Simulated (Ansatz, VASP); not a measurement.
## One calculation of Ta2AlC2N, two programs

Contents of INCAR:

```
PREC     = Accurate       # precision mode
ENCUT    = 520            # plane-wave cutoff, eV
EDIFF    = 1E-6           # SCF threshold, eV
ISMEAR   = 0              # smearing method
SIGMA    = 0.1            # smearing width, eV
LREAL    = False          # projectors in reciprocal space
LASPH    = True           # aspherical terms in the spheres
NELM     = 100            # most SCF steps
ALGO     = Normal         # electronic algorithm
ISIF     = 2              # what is computed and relaxed
LWAVE    = False          # write WAVECAR
LCHARG   = True           # write CHGCAR
GGA      = PE             # functional
LELF     = True           # ELF
LVHAR    = True         
NBANDS   = 28             # bands
```

Contents of KPOINTS:

```
Automatic mesh
0
Gamma
  12 12 12
```

File POSCAR:

```
Ta2AlC2N
1.0
   -2.0690187366      2.0690187366      5.0061979620
    2.0690187366     -2.0690187366      5.0061979620
    2.0690187366      2.0690187366     -5.0061979620
Ta Al C N
2 1 2 1
Direct
    0.6946449110      0.6946449110      0.0000000000
    0.3053550890      0.3053550890      0.0000000000
    0.0000000000      0.0000000000      0.0000000000
    0.2500000000      0.7500000000      0.5000000000
    0.7500000000      0.2500000000      0.5000000000
    0.5000000000      0.5000000000      0.0000000000
```

Input for Ansatz:

```yaml
crystal:
  lattice:
    - [-2.0690187366, 2.0690187366, 5.006197962]
    - [2.0690187366, -2.0690187366, 5.006197962]
    - [2.0690187366, 2.0690187366, -5.006197962]
  atoms:
    - { symbol: Ta, position: [0.694644911, 0.694644911, 0.0] }
    - { symbol: Ta, position: [0.305355089, 0.305355089, 0.0] }
    - { symbol: Al, position: [0.0, 0.0, 0.0] }
    - { symbol: C, position: [0.25, 0.75, 0.5] }
    - { symbol: C, position: [0.75, 0.25, 0.5] }
    - { symbol: "N", position: [0.5, 0.5, 0.0] }
basis:
  ecutwfc: 420
kpoints:
  mp_grid: { grid: [12, 12, 12] }
  band_path:
    path:
      - [[0.0, 0.0, 0.0], [0.0, 0.0, 0.5], [0.25, 0.25, 0.25], [0.0, 0.5, 0.0], [0.0, 0.0, 0.0], [0.5, 0.5, -0.5], [0.29270245, 0.70729755, -0.29270245]]
      - [[-0.29270245, 0.29270245, 0.29270245], [0.0, 0.0, 0.0]]
      - [[0.0, 0.0, 0.5], [-0.0854049, 0.0854049, 0.5]]
      - [[0.5, 0.5, -0.0854049], [0.5, 0.5, -0.5]]
    npoints: 14
hamiltonian:
  xc: pbe
scf:
  occupations: { method: gaussian, width: 0.1 }
  n_extra_bands: 15
output:
  forces: true
  stress: true
  eigenvalues: true
  populations: true
  dos: { projected: true, de: 0.02, nscf_kmesh: { grid: [15, 15, 15] } }
  bader: true
  write_density: true
  write_potential: true
  elf: true
  volumetric_format: npy
```

Alike in both runs: task single point; functional PBE; k mesh 12 × 12 × 12; occupations gaussian, width 0.1 eV; no spin polarisation.

```csv
,VASP,Ansatz
version,VASP 6.6.1,Ansatz 0.2.0
potentials or method,"VASP PAW PBE potentials, release 64 (Ta_pv, Al, C, N), cutoff 520 eV","scalar-relativistic, plane waves, PAW"
valence electrons in the cell,38,42
```

Ansatz gave:

- gap on the k mesh at the Fermi level (eV): none
- pressure (GPa): 0.0
- traceless stress, the component that is largest in VASP (GPa): -0.02
- rms of the force components (eV/Å): 0.000

Q: Estimate VASP's values.

A: gap on the k mesh at the Fermi level (eV): none; pressure (GPa): 0.4; traceless stress, the component that is largest in VASP (GPa): 0.11; rms of the force components (eV/Å): 0.018.

Atom by atom the forces differ by 0.018 eV/Å (rms over components). A gap of «none» marks a metal or a gap that the smearing closes. VASP's potentials hold 38 valence electrons a cell and Ansatz's 42, so a difference there can come from the potentials and not from the codes.

Neither program's run includes spin-orbit coupling.
